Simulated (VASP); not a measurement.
Crystal: SnSe2.

```
Sn Se
1.0
     3.84190    0.00000    0.00000
    -1.92095    3.32718    0.00000
     0.00000    0.00000    6.48588
Sn Se
1 2
Direct
  0.00000 0.00000 0.00000
  0.66667 0.33333 0.75710
  0.33333 0.66667 0.24290
```

```yaml
Program: VASP 6.6.1
Task: relaxation of cell and atoms
Functional: PBEsol
Potentials_or_basis: VASP PAW PBE potentials, release 64 (Sn_d, Se)
Cutoff: 600 eV
k_mesh: 6 × 6 × 4
Occupations: fermi-dirac, width 0.03 eV
Spin: no spin polarisation
```

At the start: pressure -0.6 GPa; volume 27.64 Å³/atom.

Task: How do energy, volume and symmetry change on relaxing?

Result: Over 17 steps the energy falls by 4.3 meV/atom and the volume is 25.83 Å³/atom (-6.5 %); space group P-3m1 (No. 164, to 0.05 Å).

The path:
```tsv
step	energy change (eV)	largest force (eV/Å)	pressure (GPa)	volume (Å³)
1	0.0000	0.0517	-0.63	82.91
2	-0.0025	0.1451	0.27	81.60
3	-0.0027	0.1293	0.12	81.81
4	-0.0039	0.0640	0.02	81.66
5	-0.0041	0.0287	-0.05	81.58
6	-0.0048	0.0262	-0.08	81.42
7	-0.0068	0.0199	-0.16	80.94
8	-0.0100	0.0092	-0.25	79.97
9	-0.0122	0.0063	-0.31	78.02
10	-0.0125	0.0193	0.04	77.35
11	-0.0125	0.0131	-0.03	77.51
12	-0.0127	0.0012	-0.05	77.53
13	-0.0128	0.0181	-0.06	77.55
14	-0.0128	0.0204	-0.05	77.55
15	-0.0128	0.0065	0.07	77.47
16	-0.0128	0.0104	0.02	77.49
17	-0.0128	0.0096	0.01	77.48
```

Final structure:
```
Sn Se
1.0
     3.82431    0.00000    0.00000
    -1.91215    3.31195    0.00000
     0.00000    0.00000    6.11730
Sn Se
1 2
Direct
  0.00000 0.00000 0.00000
  0.66667 0.33333 0.74075
  0.33333 0.66667 0.25925
```

Caveat: the PAW data sets were made with another functional, which shifts forces and pressure a little; this functional lacks dispersion, which binds the layers, so the pressure and a relaxed spacing across them are unreliable.
